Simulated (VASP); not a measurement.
# LiH (Fm-3m) in VASP: G0W0 quasiparticle levels with PBE

Aim: the G0W0 quasiparticle levels of LiH with PBE.

Everything below comes from runs of VASP 6.6.1. Logs are shortened: lines on timing, memory, paths and dates and some standing lists are left out, and cuts for length are marked.

## Step 1: The cell of the first run

Symmetry: Fm-3m, No. 225, cubic system. The conventional cell has a = 4.006 Å, b = 4.006 Å, c = 4.006 Å, α = 90.00°, β = 90.00°, γ = 90.00°. Within 2.7 Å of Li (site symmetry m-3m) lie 6 H at 2.00 Å. H (site symmetry m-3m) has 6 Li at 2.00 Å within 2.7 Å.

## Step 2: G0W0 quasiparticle levels, PBE

File POSCAR:

```
LiH
1.0
    0.0000000000      2.0029948929      2.0029948929
    2.0029948929      0.0000000000      2.0029948929
    2.0029948929      2.0029948929      0.0000000000
Li H
1 1
Direct
    0.0000000000      0.0000000000      0.0000000000
    0.5000000000      0.5000000000      0.5000000000
```

File INCAR.step1:

```
SYSTEM = LiH
PREC = Accurate ; ENCUT = 500
EDIFF = 1E-8 ; ISMEAR = 0
SIGMA = 0.01 ; LREAL = .False.
LASPH = .True. ; NELM = 100
ALGO = Normal ; LWAVE = .True.
LCHARG = .False. ; GGA = PE
```

File INCAR.step2:

```
SYSTEM = LiH
PREC = Accurate ; ENCUT = 500
EDIFF = 1E-8 ; ISMEAR = 0
SIGMA = 0.01 ; LREAL = .False.
LASPH = .True. ; NELM = 1
ALGO = Exact ; LWAVE = .True.
LCHARG = .False. ; GGA = PE
NBANDS = 61 ; LOPTICS = .True.
ISTART = 1
```

File INCAR.step3:

```
SYSTEM = LiH
PREC = Accurate ; ENCUT = 500
EDIFF = 1E-8 ; ISMEAR = 0
SIGMA = 0.01 ; LREAL = .False.
LASPH = .True. ; ALGO = EVGW0
LWAVE = .False. ; LCHARG = .False.
GGA = PE ; NELMGW = 1
NBANDS = 61 ; ENCUTGW = 140.0
NOMEGA = 96 ; PRECFOCK = Fast
ISTART = 1 ; NBANDSGW = 9
OMEGAMAX = 30
```

File KPOINTS:

```
regular mesh
0
Gamma
  6 6 6
  0 0 0
```

Potentials or basis: VASP PAW PBE potentials, release 64 (Li_GW, H_GW).

Launch:

```sh
cat potpaw_PBE.64/Li_GW/POTCAR potpaw_PBE.64/H_GW/POTCAR > POTCAR
cp INCAR.step1 INCAR
mpirun -np 1 vasp_std > vasp.out
cp INCAR.step2 INCAR
mpirun -np 1 vasp_std > vasp.out
cp INCAR.step3 INCAR
mpirun -np 1 vasp_std > vasp.out
```

OUTCAR:

```text
SYSTEM = LiH
   PREC = Accurate
   ENCUT = 500
   EDIFF = 1E-8
   ISMEAR = 0
   LREAL = .False.
   LASPH = .True.
   GGA = PE
   NELMGW = 1
   ENCUTGW = 140.0
   PRECFOCK = Fast
   ISTART = 1

 ion  position               nearest neighbor table
   1  0.000  0.000  0.000-   2 2.00   2 2.00   2 2.00   2 2.00   2 2.00   2 2.00
   2  0.500  0.500  0.500-   1 2.00   1 2.00   1 2.00   1 2.00   1 2.00   1 2.00

  LATTYP: Found a face centered cubic cell.
 ALAT       =     4.0059897858

  Lattice vectors:

 A1 = (   0.0000000000,   2.0029948929,   2.0029948929)
 A2 = (   2.0029948929,   0.0000000000,   2.0029948929)
 A3 = (   2.0029948929,   2.0029948929,   0.0000000000)

Analysis of symmetry for initial positions (statically):
=====================================================================
 Subroutine PRICEL returns:
 Original cell was already a primitive cell.

 Routine SETGRP: Setting up the symmetry group for a
 face centered cubic supercell.

 Subroutine GETGRP returns: Found 48 space group operations
 (whereof 48 operations were pure point group operations)
 out of a pool of 48 trial point group operations.

The static configuration has the point symmetry O_h .

Analysis of symmetry for dynamics (positions and initial velocities):
=====================================================================
 Subroutine PRICEL returns:
 Original cell was already a primitive cell.

 Routine SETGRP: Setting up the symmetry group for a
 face centered cubic supercell.

 Subroutine GETGRP returns: Found 48 space group operations
 (whereof 48 operations were pure point group operations)
 out of a pool of 48 trial point group operations.

The dynamic configuration has the point symmetry O_h .

 Subroutine INISYM returns: Found 48 space group operations
 (whereof 48 operations are pure point group operations),
 and found     1 'primitive' translations

----------------------------------------------------------------------------------------

                                     Primitive cell

  volume of cell :      16.0720

  direct lattice vectors                    reciprocal lattice vectors
     0.000000000  2.002994893  2.002994893    -0.249626198  0.249626198  0.249626198
     2.002994893  0.000000000  2.002994893     0.249626198 -0.249626198  0.249626198
     2.002994893  2.002994893  0.000000000     0.249626198  0.249626198 -0.249626198

  length of vectors
     2.832662543  2.832662543  2.832662543     0.432365258  0.432365258  0.432365258

  position of ions in fractional coordinates (direct lattice)
     0.000000000  0.000000000  0.000000000
     0.500000000  0.500000000  0.500000000

  ion indices of the primitive-cell ions
   primitive index   ion index
                 1           1
                 2           2

----------------------------------------------------------------------------------------

 KPOINTS: regular mesh

Automatic generation of k-mesh.
 Grid dimensions read from file:
 generate k-points for:    6    6    6

 Generating k-lattice:

  Cartesian coordinates                     Fractional coordinates (reciprocal lattice)
    -0.041604366  0.041604366  0.041604366     0.166666667  0.000000000  0.000000000
     0.041604366 -0.041604366  0.041604366     0.000000000  0.166666667  0.000000000
     0.041604366  0.041604366 -0.041604366     0.000000000  0.000000000  0.166666667

  Length of vectors
     0.072060876  0.072060876  0.072060876

  Shift w.r.t. Gamma in fractional coordinates (k-lattice)
     0.000000000  0.000000000  0.000000000

 Subroutine IBZKPT returns following result:
 ===========================================

 Found     16 irreducible k-points:

 Following reciprocal coordinates:
            Coordinates               Weight
  0.000000  0.000000  0.000000      1.000000
  0.166667  0.000000  0.000000      8.000000
  0.333333  0.000000  0.000000      8.000000
  0.500000  0.000000  0.000000      4.000000
  0.166667  0.166667  0.000000      6.000000
  0.333333  0.166667  0.000000     24.000000
[... 8 lines left out ...]
 -0.333333  0.333333  0.166667     24.000000
 -0.333333  0.500000  0.166667     12.000000
   k-points           NKPTS =     16   k-points in BZ     NKDIM =    216   number of bands    NBANDS=     61
   number of dos      NEDOS =    301   number of ions     NIONS =      2
   total plane-waves  NPLWV =  13824
   dimension x,y,z NGX =    24 NGY =   24 NGZ =   24
   dimension x,y,z NGXF=    48 NGYF=   48 NGZF=   48
   ions per type =               1   1
   NGX,Y,Z   is equivalent  to a cutoff of  14.09, 14.09, 14.09 a.u.
   NGXF,Y,Z  is equivalent  to a cutoff of  28.17, 28.17, 28.17 a.u.
 SYSTEM =  LiH
   PREC   = accura    normal or accurate (medium, high low for compatibility)
   ISTART =      1    job   : 0-new  1-cont  2-samecut
   ICHARG =      0    charge: 1-file 2-atom 10-const
   ISPIN  =      1    spin polarized calculation?
   LNONCOLLINEAR =      F non collinear calculations
   LSORBIT =      F    spin-orbit coupling
   LASPH  =      T    aspherical Exc in radial PAW
   ENCUT  =  500.0 eV  36.75 Ry    6.06 a.u.   5.16  5.16  5.16*2*pi/ulx,y,z
   NELM   =     60;   NELMIN=  2; NELMDL=  0     # of ELM steps
   EDIFF  = 0.1E-07   stopping-criterion for ELM
   LREAL  =      F    real-space projection
   EDIFFG = 0.1E-06   stopping-criterion for IOM
   NSW    =      0    number of steps for IOM
   IBRION =     -1    ionic relax: 0-MD 1-quasi-New 2-CG
   NFREE  =      0    steps in history (QN), initial steepest desc. (CG)
   ISIF   =      0    stress and relaxation
   ISYM   =      3    0-nonsym 1-usesym 2-fastsym
   POTIM  = 0.5000    time-step for ionic-motion
   TEBEG  =    0.0;   TEEND  =   0.0 temperature during run
   PSTRESS=    0.0 pullay stress
   NELECT =       2.0000    total number of electrons
   NUPDOWN=      -1.0000    fix difference up-down
   EMIN   =  10.00;   EMAX   =-10.00  energy-range for DOS
   EFERMI =   0.00;   METHOD = LEGACY
   ISMEAR =     0;   SIGMA  =   0.01  broadening in eV -4-tet -1-fermi 0-gaus
   EFERMI_NEDOS =   21; number of points for ismear=-14 and -15
   IALGO  =     38    algorithm
   IMIX   =      4    mixing-type and parameters
     AMIX     =   0.40;   BMIX     =  1.00
     AMIX_MAG =   1.60;   BMIX_MAG =  1.00
  volume/ion in A,a.u.               =       8.04        54.23
  Fermi-wavevector in a.u.,A,eV,Ry     =   0.817325  1.544521  9.088975  0.668021
  Thomas-Fermi vector in A             =   1.927753
   LORBIT       =      0    0 simple, 1 ext, 2 COOP (PROOUT), +10 PAW based schemes
   GGA     = PE    functional components
   LHFCALC =     T    Hartree Fock is set to
   PRECFOCK=fast      Normal, Fast or Accurate (Low or Medium for compatibility)
   ENCUT4O =  -1.0   cutoff for four orbital integrals eV
   NKREDX  =     1    reduce k-point grid by
   NKREDY  =     1    reduce k-point grid by
   NKREDZ  =     1    reduce k-point grid by
   AEXX    =    1.0000 exact exchange contribution
   HFSCREEN=    0.0000 screening length (either q_TF or 0.3 A-1)
   HFSCREENC=   0.0000 screening length for correlation (either q_TF or 0.3 A-1)
   ENCUTFOCK=  -1.0 apply spherical cutoff to Coloumb kernel
   IVDW    =     0    specifies the selected vdW correction
   LEPSILON=     F    determine dielectric tensor
   LRPA    =     F    only Hartree local field effects (RPA)
   LRPAFORCE           =     F    calculate RPA forces
   ENCUTGW             = 140.0    cutoff for response function in eV
   ENCUTGWSOFT         = 112.0    soft cutoff for Coulomb kernel in GW response function in eV
   ENCUTLF             =  -1.0    cutoff for local field effects
   NELMGW              =     1    number of iterations in solving QP/BSE equation
   NELMHF              =     1    number of iterations in the inner HF iteration
   NKREDLFX            =     1    NKREDLFY  =   1   NKREDLFZ  =   1
 non-spin polarized calculation
 Gauss-broadening in eV      SIGMA  =   0.01
  energy-cutoff  :      500.00
  volume of cell :       16.07
 maximum number of plane-waves:       419
 NGX is ok and might be reduce to    24
  NGX = 12; NGY = 12; NGZ = 12
   NGX = 11   NGY = 11   NGZ = 11
 maximum number of plane-waves:        70

 QP shifts <psi_nk| G(iteration)W_0 |psi_nk>: iteration 1
 for sc-GW calculations column KS-energies equals QP-energies in previous step
 and V_xc(KS)=  KS-energies - (<T + V_ion + V_H > + <T+V_H+V_ion>^1  + <V_x>^1)

 k-point   1 :       0.0000    0.0000    0.0000
  band No.  KS-energies  QP-energies   sigma(KS)   V_xc(KS)     V^pw_x(r,r')   Z            occupation Imag(sigma)

      1      -8.1227      -9.6116     -11.5575      -9.3464     -15.1925       0.6734       2.0000       0.2783
      2      13.4616      14.1069     -10.3609     -11.2950      -4.1575       0.6909       0.0000      -0.9991
      3      15.2650      16.3193      -6.5489      -7.9603      -1.3782       0.7470       0.0000      -0.6064
      4      15.2650      16.3193      -6.5489      -7.9603      -1.3782       0.7470       0.0000      -0.6064
      5      15.2650      16.3193      -6.5489      -7.9603      -1.3782       0.7470       0.0000      -0.6064
      6      19.9911      20.5337      -6.7028      -7.2613      -1.1017       0.9715       0.0000      -2.2145
      7      19.9911      20.5337      -6.7028      -7.2613      -1.1017       0.9715       0.0000      -2.2145
      8      19.9911      20.5337      -6.7028      -7.2613      -1.1017       0.9715       0.0000      -2.2145
      9      21.6376      22.3077      -5.9682      -6.7656      -0.8191       0.8404       0.0000      -1.8657

 k-point   2 :       0.1667    0.0000    0.0000
  band No.  KS-energies  QP-energies   sigma(KS)   V_xc(KS)     V^pw_x(r,r')   Z            occupation Imag(sigma)

      1      -7.6304      -9.0908     -11.5693      -9.4062     -14.9707       0.6751       2.0000       0.2372
      2       9.8594      10.5278      -7.8974      -8.8072      -2.8688       0.7348       0.0000      -0.4280
      3      13.4107      14.0790      -8.7329      -9.6575      -2.9202       0.7227       0.0000      -0.9221
      4      14.4385      15.3548      -6.5629      -7.7875      -1.3698       0.7482       0.0000      -0.6484
      5      14.4385      15.3548      -6.5629      -7.7875      -1.3698       0.7482       0.0000      -0.6484
      6      19.9232      20.6958      -6.3167      -7.2566      -0.9259       0.8221       0.0000      -1.6116
      7      21.2446      22.2853      -6.5125      -7.6747      -1.1434       0.8953       0.0000      -1.9592
      8      21.2446      22.2853      -6.5125      -7.6747      -1.1434       0.8953       0.0000      -1.9592
      9      22.9311      24.1612      -6.7113      -8.0466      -1.4794       0.9213       0.0000      -2.2583
[... 170 lines left out ...]
 k-point  16 :      -0.3333    0.5000    0.1667
  band No.  KS-energies  QP-energies   sigma(KS)   V_xc(KS)     V^pw_x(r,r')   Z            occupation Imag(sigma)

      1      -2.8279      -4.1507     -12.9469     -11.1913     -14.5775       0.7535       2.0000       0.0755
      2       1.3446       1.9884      -6.5958      -7.4174      -3.0939       0.7835       0.0000      -0.1009
      3       4.3689       5.0656      -6.5484      -7.4602      -2.4816       0.7642       0.0000      -0.1396
      4       8.9006       9.5571      -6.8469      -7.7334      -2.1470       0.7405       0.0000      -0.2988
      5      14.8843      15.6808      -7.3679      -8.4550      -1.7575       0.7327       0.0000      -0.8150
      6      17.2159      17.7165      -6.6623      -7.2946      -1.1716       0.7918       0.0000      -1.5216
      7      26.3530      27.6433      -5.9150      -7.3493      -0.8126       0.8997       0.0000      -2.1765
      8      26.5846      28.3207      -6.6423      -8.5734      -1.4332       0.8990       0.0000      -2.3161
      9      33.1061      35.6877      -5.9386      -8.9966      -1.1306       0.8442       0.0000      -2.1608
```

Wall time 2.7 min (1 thread of Intel Xeon 8259CL, shared host); peak memory 0.27 GiB.

What came out:

```yaml
Quasiparticle_gap: 4.91 eV
Least_direct_quasiparticle_gap: 4.91 eV
Band_gap_of_the_starting_levels_on_the_mesh: 2.98 eV
Least_direct_gap_of_the_starting_levels_on_the_mesh: 2.98 eV
```

Caveat: the k points lie up to 0.45 Å⁻¹ apart; bands, screening cutoff and mesh are small and nothing is extrapolated, so the quasiparticle values aren't converged.
